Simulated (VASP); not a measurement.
A run of VASP 6.6.1 is set up as follows.

INCAR

```
  ALGO = Normal
  EDIFF = 1E-6
  ENCUT = 520
  GGA = PE
  ISIF = 2
  ISMEAR = 0
  LASPH = T
  LCHARG = F
  LREAL = F
  LWAVE = F
  NBANDS = 16
  NELM = 60
  PREC = Accurate
  SIGMA = 0.01
```

The input KPOINTS:

```
k-points
0
Gamma
  9 9 4
```

The input POSCAR:

```
AlN
1.0
    2.9117303306      0.0000000000      0.0000000000
   -1.4558651653      2.5216324353      0.0000000000
    0.0000000000      0.0000000000      4.9788714889
Al N
2 2
Direct
    0.0000000000      0.0000000000      0.0000000000
    0.0000000000      0.0000000000      0.5000000000
    0.3333333333      0.6666666667      0.2500000000
    0.6666666667      0.3333333333      0.7500000000
```

Potentials or basis: VASP PAW PBE potentials, release 64 (Al, N).

Launch:

```bash
$ cat potpaw_PBE.64/Al/POTCAR potpaw_PBE.64/N/POTCAR > POTCAR
$ mpirun -np 1 vasp_std > vasp.out
```

(1) Estimate the band gap on the k mesh.

(2) What does it give for the pressure?

Answers

(1) 4.04 eV.

(2) -12.8 GPa.

Caveat: the cell stands under tension; an odd mesh through Γ misses points on the zone boundary, where band edges can lie.
